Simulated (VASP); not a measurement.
A run of VASP 6.6.1 is set up as follows.

Contents of INCAR:

```
SYSTEM = HfO2
PREC = Accurate
ENCUT = 520
EDIFF = 1E-6
ISMEAR = 0
SIGMA = 0.05
LREAL = .False.
LASPH = .True.
NELM = 60
ALGO = Normal
ISIF = 2
LWAVE = .False.
LCHARG = .True.
GGA = PE
LELF = .True.
LVHAR = .True.
NBANDS = 18
```

Contents of KPOINTS:

```
Automatic mesh
0
Gamma
  8 8 8
  0 0 0
```

POSCAR

```
HfO2
1.0
    0.0000000000      2.4935625000      2.5575000000
    2.6214375000      0.0000000000      2.5575000000
    2.6214375000      2.4935625000      0.0000000000
Hf O
1 2
Direct
    0.0000000000      0.0000000000      0.0000000000
    0.2500000000      0.2500000000      0.2500000000
    0.7500000000      0.7500000000      0.7500000000
```

Potentials or basis: VASP PAW PBE potentials, release 64 (Hf_pv, O).

Run with:

```bash
$ cat potpaw_PBE.64/Hf_pv/POTCAR potpaw_PBE.64/O/POTCAR > POTCAR
$ mpirun -np 1 vasp_std > vasp.out
```

**Question.** Predict the pressure.

**Answer.** -5.8 GPa.

**Question.** Estimate the band gap on the k mesh.

**Answer.** 3.25 eV, indirect (least direct gap 3.40 eV).

Stress tensor (GPa, compression positive):
```
-17.10   0.00   0.00
  0.00   5.60   0.00
  0.00   0.00  -5.78
```

Caveat: the cell differs from its parent crystal (strain +0.0250 x Voigt [1, -1, 0, 0, 0, 0]); spin-orbit coupling is left out, which moves the levels of the heavy elements. A k mesh can miss the band edges.
